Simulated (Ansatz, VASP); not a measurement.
# One calculation of BaS, two programs

POSCAR

```
BaS
1.0
    0.0000000000      3.2117958739      3.2117958739
    3.2236795187      0.0000000000      3.2117958739
    3.2236795187      3.2117958739      0.0000000000
Ba S
1 1
Direct
    0.0000000000      0.0000000000      0.0000000000
    0.5000000000      0.5000000000      0.5000000000
```

INCAR.step1

```
SYSTEM = BaS
  PREC = Accurate
  ENCUT = 520
  ISMEAR = 0
  SIGMA = 0.01
  LREAL = .FALSE.
  LASPH = .TRUE.
  NELM = 60
  NBANDS = 15
  GGA = PE
  ALGO = Normal
  EDIFF = 1E-4
  LWAVE = .TRUE.
  LCHARG = .FALSE.
```

The input INCAR.step2:

```
SYSTEM = BaS
  PREC = Accurate
  ENCUT = 520
  EDIFF = 1E-7
  ISMEAR = 0
  SIGMA = 0.01
  LREAL = .FALSE.
  LASPH = .TRUE.
  NELM = 60
  ALGO = Normal
  ISIF = 2
  LWAVE = .FALSE.
  LCHARG = .TRUE.
  METAGGA = R2SCAN
  LMIXTAU = .TRUE.
  LELF = .TRUE.
  LVHAR = .TRUE.
  NBANDS = 15
  ISTART = 1
```

KPOINTS

```
Automatic mesh
0
G
  8 8 8
  0 0 0
```

Input for Ansatz:

```yaml
crystal:
  lattice:
    - [0.0, 3.2117958739, 3.2117958739]
    - [3.2236795187, 0.0, 3.2117958739]
    - [3.2236795187, 3.2117958739, 0.0]
  atoms:
    - { symbol: Ba, position: [0.0, 0.0, 0.0] }
    - { symbol: S, position: [0.5, 0.5, 0.5] }
kpoints:
  mp_grid: { grid: [8, 8, 8] }
  band_path:
    path:
      - [0.0, 0.0, 0.0]
      - [0.5, 0.0, 0.5]
      - [0.625, 0.25, 0.625]
      - [0.375, 0.375, 0.75]
      - [0.5, 0.5, 0.5]
      - [0.5, 0.25, 0.75]
    npoints: 1
hamiltonian:
  xc: r2scan
scf:
  occupations: { method: fixed }
  n_extra_bands: 4
output:
  forces: true
  stress: true
  eigenvalues: true
```

Change from the starting cell: uniaxial_x strain +0.4%.

Alike in both runs: task single point; functional r2SCAN; k mesh 8 × 8 × 8; no spin polarisation.

|  | VASP | Ansatz |
| --- | --- | --- |
| version | VASP 6.6.1 | Ansatz 0.2.0 |
| potentials or method | VASP PAW PBE potentials, release 64 (Ba_sv, S) | plane waves, PAW |
| plane-wave cutoff (eV) | 520 | 500 |
| occupations | gaussian, width 0.01 eV | fixed |
| valence electrons in the cell | 16 | 16 |

```tsv
	VASP	Ansatz	Ansatz less VASP
gap on the k mesh at the Fermi level (eV)	2.49	2.58	+0.086
pressure (GPa)	0.4	-0.1	-0.55
traceless stress, the component that is largest in VASP (GPa)	-0.21	-0.19	+0.018
```

VASP's potentials were made for PBE, not for r2SCAN.

Spin-orbit coupling is off throughout.
